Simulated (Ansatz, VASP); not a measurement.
## Two plane-wave programs on SiC

```
Si C
1.0
     2.92430    0.00000    0.00000
    -1.46215    2.53251    0.00000
     0.00000    0.00000    4.79028
Si C
2 2
Direct
  0.33333 0.66667 0.49953
  0.66667 0.33333 0.99953
  0.33333 0.66667 0.87547
  0.66667 0.33333 0.37547
```

Alike in both runs: task single point; functional PBE; k mesh 12 × 12 × 6; occupations gaussian, width 0.02 eV; no spin polarisation.

```csv
,VASP,Ansatz
version,VASP 6.6.1,Ansatz 0.2.0
potentials or method,"VASP PAW PBE potentials, release 64 (Si, C), cutoff 520 eV","scalar-relativistic, plane waves, PAW"
valence electrons in the cell,16,16
```

Ansatz gave:

* gap on the k mesh at the Fermi level (eV): 2.00
* least direct gap on the mesh (eV): 4.27

Task: What did VASP give for the same quantities?

Result: gap on the k mesh at the Fermi level (eV): 1.99; least direct gap on the mesh (eV): 4.26.

The functional is the same, so the differences come from potentials, cutoffs and numerics.
